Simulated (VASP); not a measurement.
Wanted: the native input for a VASP 6.6.1 run.

* Task: single point
* Functional: r2SCAN
* Potentials or basis: VASP PAW PBE potentials, release 64 (Ta_sv_GW, K_sv, O)
* Cutoff: 660 eV
* k mesh: 7 × 7 × 7
* Occupations: fermi-dirac, width 0.05 eV
* Spin: no spin polarisation
* Dipole correction: no
* Second run: valence_matched
* Further INCAR settings: ALGO = Normal; EDIFF = 1e-06; NBANDS = 28

Crystal: KTaO3.

```
CELL_PARAMETERS angstrom
3.96153 0.00000 0.00000
0.00000 3.96153 0.00000
0.00000 0.00000 3.96153
ATOMIC_POSITIONS crystal
Ta 0.00000 0.00000 0.00000
K 0.50000 0.50000 0.50000
O 0.00000 0.00000 0.50000
O 0.00000 0.50000 0.00000
O 0.50000 0.00000 0.00000
```

The input as run:

POSCAR

```
KTaO3
1.0
    3.9615320794      0.0000000000      0.0000000000
    0.0000000000      3.9615320794      0.0000000000
    0.0000000000      0.0000000000      3.9615320794
Ta K O
1 1 3
Direct
    0.0000000000      0.0000000000      0.0000000000
    0.5000000000      0.5000000000      0.5000000000
    0.0000000000      0.0000000000      0.5000000000
    0.0000000000      0.5000000000      0.0000000000
    0.5000000000      0.0000000000      0.0000000000
```

INCAR.step1

```
PREC     = Accurate       # precision mode
ENCUT    = 660            # plane-wave cutoff, eV
ISMEAR   = -1             # smearing method
SIGMA    = 0.05           # smearing width, eV
LREAL    = False          # projectors in reciprocal space
LASPH    = True           # aspherical terms in the spheres
NELM     = 120            # most SCF steps
NBANDS   = 28             # bands
GGA      = PE             # functional
ALGO     = Normal         # electronic algorithm
EDIFF    = 1E-5           # SCF threshold, eV
LWAVE    = True           # write WAVECAR
LCHARG   = False          # write CHGCAR
GGA_COMPAT= False
```

INCAR.step2

```
PREC     = Accurate       # precision mode
ENCUT    = 660            # plane-wave cutoff, eV
EDIFF    = 1E-6           # SCF threshold, eV
ISMEAR   = -1             # smearing method
SIGMA    = 0.05           # smearing width, eV
LREAL    = False          # projectors in reciprocal space
LASPH    = True           # aspherical terms in the spheres
NELM     = 120            # most SCF steps
ALGO     = Normal         # electronic algorithm
ISIF     = 2              # what is computed and relaxed
LWAVE    = False          # write WAVECAR
LCHARG   = False          # write CHGCAR
METAGGA  = R2SCAN         # meta-GGA
LMIXTAU  = True         
NBANDS   = 28             # bands
ISTART   = 1            
GGA_COMPAT= False
```

KPOINTS

```
regular mesh
0
Gamma
  7 7 7
```

Potentials or basis: VASP PAW PBE potentials, release 64 (Ta_sv_GW, K_sv, O).

The run is started by

```sh
$ cat potpaw_PBE.64/Ta_sv_GW/POTCAR potpaw_PBE.64/K_sv/POTCAR potpaw_PBE.64/O/POTCAR > POTCAR
$ cp INCAR.step1 INCAR
$ mpirun -np 1 vasp_std > vasp.out
$ cp INCAR.step2 INCAR
$ mpirun -np 1 vasp_std > vasp.out
```

It gave:

* Pressure: 4.8 GPa
* Band gap on the k mesh: 2.73 eV, indirect (least direct gap 3.31 eV)

Caveat: the PAW data sets were made with another functional, which shifts forces and pressure a little; spin-orbit coupling is left out, which moves the levels of the heavy elements.

Run time: 110 s on 1 thread of Intel(R) Xeon(R) Platinum 8488C (Sapphire Rapids), with other jobs on the host, peak memory 0.25 GiB.
